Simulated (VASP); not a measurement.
# Ti (Im-3m) in VASP: further runs, part 2 of 2

VASP 6.6.1. Earlier steps stand in the parts before.

### Step 5. Relaxation of cell and atoms, PBE

This run uses another cell than the first one, of 17.66 Å³/atom, 0.980 times its volume.

Contents of INCAR:

```
PREC     = Accurate       # precision mode
ENCUT    = 600            # plane-wave cutoff, eV
EDIFF    = 1E-6           # SCF threshold, eV
ISMEAR   = -1             # smearing method
SIGMA    = 0.1            # smearing width, eV
LREAL    = F              # projectors in reciprocal space
LASPH    = T              # aspherical terms in the spheres
NELM     = 60             # most SCF steps
ALGO     = Normal         # electronic algorithm
ISIF     = 3              # what is computed and relaxed
LWAVE    = F              # write WAVECAR
LCHARG   = F              # write CHGCAR
GGA      = PE             # functional
IBRION   = 2              # ionic algorithm
NSW      = 80             # ionic steps
EDIFFG   = -0.01          # ionic threshold
```

Contents of KPOINTS:

```
regular mesh
0
Gamma
  13 13 13
```

Contents of POSCAR:

```
Ti
1.0
   -1.6404466475      1.6404466475      1.6404466475
    1.6404466475     -1.6404466475      1.6404466475
    1.6404466475      1.6404466475     -1.6404466475
Ti
1
Direct
    0.0000000000      0.0000000000      0.0000000000
```

Potentials or basis: VASP PAW PBE potentials, release 64 (Ti_sv).

Launch:

```sh
> cat potpaw_PBE.64/Ti_sv/POTCAR > POTCAR
> mpirun -np 1 vasp_std > vasp.out
```

OUTCAR:

```text
PREC = Accurate
   ENCUT = 600
   EDIFF = 1E-6
   ISMEAR = -1
   LREAL = F
   LASPH = T
   NELM = 60
   ISIF = 3
   GGA = PE
   IBRION = 2
   NSW = 80
   EDIFFG = -0.01

 ion  position               nearest neighbor table
   1  0.000  0.000  0.000-

  LATTYP: Found a body centered cubic cell.
 ALAT       =     3.2808932950

  Lattice vectors:

 A1 = (  -1.6404466475,   1.6404466475,   1.6404466475)
 A2 = (   1.6404466475,  -1.6404466475,   1.6404466475)
 A3 = (   1.6404466475,   1.6404466475,  -1.6404466475)

Analysis of symmetry for initial positions (statically):
=====================================================================
 Subroutine PRICEL returns:
 Original cell was already a primitive cell.

 Routine SETGRP: Setting up the symmetry group for a
 body centered cubic supercell.

 Subroutine GETGRP returns: Found 48 space group operations
[... 9 lines left out ...]

 Routine SETGRP: Setting up the symmetry group for a
 body centered cubic supercell.

 Subroutine GETGRP returns: Found 48 space group operations
[... 11 lines left out ...]
                                     Primitive cell

  volume of cell :      17.6582

  direct lattice vectors                    reciprocal lattice vectors
    -1.640446647  1.640446647  1.640446647     0.000000000  0.304795039  0.304795039
[... 140 lines left out ...]
  Total       -0.2401211     -0.2401211     -0.2401211      0.0000000     -0.0000000     -0.0000000
  in kB      -21.7868565    -21.7868565    -21.7868565      0.0000000     -0.0000000     -0.0000000
  external PRESSURE =     -21.7868565 kB  Pullay stress =       0.0000000 kB
[... 57 lines left out ...]
--------------------------------------- Ionic step        3  -------------------------------------------

 number of electron      11.9999997 magnetization

 Free energy of the ion-electron system (eV)
  ---------------------------------------------------
  ext. energy  EPLUGINS =         0.00000000
  ---------------------------------------------------
  free energy    TOTEN  =        -7.76274250 eV

  energy without entropy =       -7.68627098  energy(sigma->0) =       -7.72450674

 E-fermi :   8.1420     XC(G=0): -11.5181

 val. band max:        8.1412302448   @ k =   0.2308   0.2308   0.0000
 cond. band min:       8.1444601964   @ k =   0.3077   0.1538   0.0769
 fundamental gap:      0.0032299516
 Fermi energy:         8.1420131229

 k-point     1 :       0.0000    0.0000    0.0000
  band No.  band energies     occupation
      1     -48.3795      2.00000
      2     -24.2306      2.00000
      3     -24.2306      2.00000
      4     -24.2306      2.00000
      5       2.1760      2.00000
      6       9.1339      0.00010
      7       9.1339      0.00010
      8       9.1339      0.00010
      9      10.9023      0.00000
     10      10.9023      0.00000
[... 287 lines left out ...]
 k-point    24 :       0.2308    0.0769    0.0769
  band No.  band energies     occupation
      1     -48.2826      2.00000
      2     -24.7152      2.00000
      3     -24.3758      2.00000
      4     -24.2671      2.00000
      5       5.1142      2.00000
      6       8.0057      1.59243
      7       8.1300      1.06014
      8      10.7913      0.00000
      9      11.0790      0.00000
     10      11.7067      0.00000

 [... further k-points ...]
[... 5 lines left out ...]
  --------------------------------------------------------------------------------------
  -------------------------------------------------------------------------------------
  Total        0.0002025      0.0002025      0.0002025      0.0000000      0.0000000     -0.0000000
  in kB        0.0187808      0.0187808      0.0187808      0.0000000      0.0000000     -0.0000000
  external PRESSURE =       0.0187808 kB  Pullay stress =       0.0000000 kB
[... 16 lines left out ...]
  FREE ENERGIE OF THE ION-ELECTRON SYSTEM (eV)
  ---------------------------------------------------
  free  energy   TOTEN  =        -7.7627424978 eV

  energy  without entropy=       -7.6862709831  energy(sigma->0) =       -7.72450674

 reached required accuracy - stopping structural energy minimisation
```

CONTCAR:

```text
Ti
   1.00000000000000
    -1.6286033030285945    1.6286033030285945    1.6286033030285945
     1.6286033030285945   -1.6286033030285945    1.6286033030285945
     1.6286033030285945    1.6286033030285945   -1.6286033030285945
  Ti
     1
Direct
     0.0000000000000000    0.0000000000000000    0.0000000000000000

  0.00000000E+00  0.00000000E+00  0.00000000E+00
```

Run time: 51 s. Hardware: 1 thread of Intel Xeon 6975P-C, shared host; peak memory 0.16 GiB.

Results:

* Free energy: -7.7627 eV
* Relaxed volume: 17.28 Å³/atom
* Relaxed cell: a = 2.821 Å, b = 2.821 Å, c = 2.821 Å, α = 109.47°, β = 109.47°, γ = 109.47°
* Space group after relaxing (to 0.05 Å): Im-3m (No. 229)
* Energy gained by relaxing: 2.6 meV/atom
* Ionic steps: 3
* Pressure after relaxing: 0.0 GPa
* Band gap on the k mesh: zero (band 6 reaches 9.13 eV, above the bottom of band 7 at 7.58 eV)

Step by step:
| step | energy change (eV) | largest force (eV/Å) | pressure (GPa) | volume (Å³) |
| --- | --- | --- | --- | --- |
| 1 | 0.0000 | 0.0000 | -2.18 | 17.66 |
| 2 | -0.0016 | 0.0000 | 1.40 | 17.05 |
| 3 | -0.0026 | 0.0000 | 0.00 | 17.28 |

Final structure:
```
Ti
1.0
    -1.62860    1.62860    1.62860
     1.62860   -1.62860    1.62860
     1.62860    1.62860   -1.62860
Ti
1
Direct
  0.00000 0.00000 0.00000
```

Levels at points of the mesh, in eV from the Fermi level:
```
           k point  band 3  band 4  band 5  band 6  band 7  band 8  band 9  band 10
(0.00, 0.00, 0.00)  -32.37  -32.37   -5.97    0.99    0.99    0.99    2.76     2.76
```

### Step 6. Single point, PBE

This run uses another cell than the first one, of 17.33 Å³/atom, 0.962 times its volume.

Contents of INCAR:

```
SYSTEM = Ti
  PREC = Accurate
  ENCUT = 520
  EDIFF = 1E-7
  ISMEAR = -1
  SIGMA = 0.1
  LREAL = .False.
  LASPH = .True.
  NELM = 80
  ALGO = Normal
  ISIF = 2
  LWAVE = .False.
  LCHARG = .False.
  GGA = PE
  NBANDS = 12
```

Contents of KPOINTS:

```
regular mesh
0
Gamma
  22 22 22
  0 0 0
```

Contents of POSCAR:

```
Ti
1.0
   -1.6301190851      1.6301190851      1.6301190851
    1.6301190851     -1.6301190851      1.6301190851
    1.6301190851      1.6301190851     -1.6301190851
Ti
1
Direct
    0.0000000000      0.0000000000      0.0000000000
```

Potentials or basis: VASP PAW PBE potentials, release 64 (Ti_sv).

Launch:

```sh
> cat potpaw_PBE.64/Ti_sv/POTCAR > POTCAR
> mpirun -np 1 vasp_std > vasp.out
```

Wall time 87 s (1 thread of Intel Xeon 6975P-C, shared host); peak memory 0.19 GiB.

It converged, with:

* Free energy: -7.7628 eV
* Pressure: -0.3 GPa
* Band gap on the k mesh: zero (band 6 reaches 9.11 eV, above the bottom of band 7 at 7.51 eV)

Levels at points of the mesh, in eV from the Fermi level:
```tsv
k point	band 3	band 4	band 5	band 6	band 7	band 8	band 9	band 10
(0.00, 0.00, 0.00)	-32.38	-32.38	-5.96	0.99	0.99	0.99	2.75	2.75
(0.50, 0.00, 0.00)	-32.59	-32.38	-2.46	-0.40	1.14	2.74	3.09	4.28
(0.50, 0.50, 0.50)	-32.85	-32.85	-2.11	-2.11	3.93	3.93	3.93	8.40
```

### Step 7. Overview

| task | cell | k mesh | cutoff (eV) | gap on the mesh (eV) | pressure (GPa) |
| --- | --- | --- | --- | --- | --- |
| single point | a = 2.861 Å, angles 109.5°, 1 atom | 15 × 15 × 15 | 520 | none | -4.1 |
| single point | a = 2.897 Å, angles 109.5°, 1 atom | 15 × 15 × 15 | 520 | none | -7.3 |
| single point | a = 2.932 Å, angles 109.5°, 1 atom | 15 × 15 × 15 | 520 | none | -9.9 |
| relaxation of cell and atoms | relaxed from a = 2.841 Å, angles 109.5°, 1 atom | 13 × 13 × 13 | 600 | none | 0.0 |
| single point | a = 2.823 Å, angles 109.5°, 1 atom | 22 × 22 × 22 | 520 | none | -0.3 |

Alike in all rows: level PBE; potentials or basis VASP PAW PBE potentials, release 64 (Ti_sv); no spin polarisation; smearing fermi-dirac 0.1 eV.

Total energies depend on the potentials used, so only differences within one code and one set of settings carry meaning.
